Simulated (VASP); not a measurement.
A run of VASP 6.6.1:

The input INCAR:

```
SYSTEM = CS3
PREC = Accurate
ENCUT = 520
EDIFF = 1E-6
ISMEAR = 0
SIGMA = 0.1
LREAL = .FALSE.
LASPH = .TRUE.
NELM = 60
ALGO = Normal
ISIF = 2
LWAVE = .FALSE.
LCHARG = .FALSE.
GGA = PE
IVDW = 12
NBANDS = 32
```

File KPOINTS:

```
Automatic mesh
0
G
  3 3 4
  0 0 0
```

The input POSCAR:

```
CS3
1.0
    6.3045426000      0.0000000000      0.0000000000
   -3.1522713000      5.4598940500      0.0000000000
    0.0000000000      0.0000000000      4.6965183100
C S
2 6
Direct
    0.6666666700      0.3333333300      0.2500000000
    0.3333333300      0.6666666700      0.7500000000
    0.1508466300      0.3016932600      0.2500000000
    0.6983067400      0.8491533700      0.2500000000
    0.1508466300      0.8491533700      0.2500000000
    0.8491533700      0.1508466300      0.7500000000
    0.3016932600      0.1508466300      0.7500000000
    0.8491533700      0.6983067400      0.7500000000
```

Potentials or basis: VASP PAW PBE potentials, release 64 (C, S).

Launch:

```bash
$ cat potpaw_PBE.64/C/POTCAR potpaw_PBE.64/S/POTCAR > POTCAR
$ mpirun -np 1 vasp_std > vasp.out
```

Hardware: 1 thread of Intel(R) Xeon(R) Platinum 8259CL CPU @ 2.50GHz (Skylake/Cascade Lake), on a shared host.

**Question.** How long does it take, and how much memory?

**Answer.** It took 62 s on 1 thread of Intel(R) Xeon(R) Platinum 8259CL CPU @ 2.50GHz (Skylake/Cascade Lake), with other jobs on the host, peak memory 0.28 GiB. Counts: scf iterations 14, k points 9.
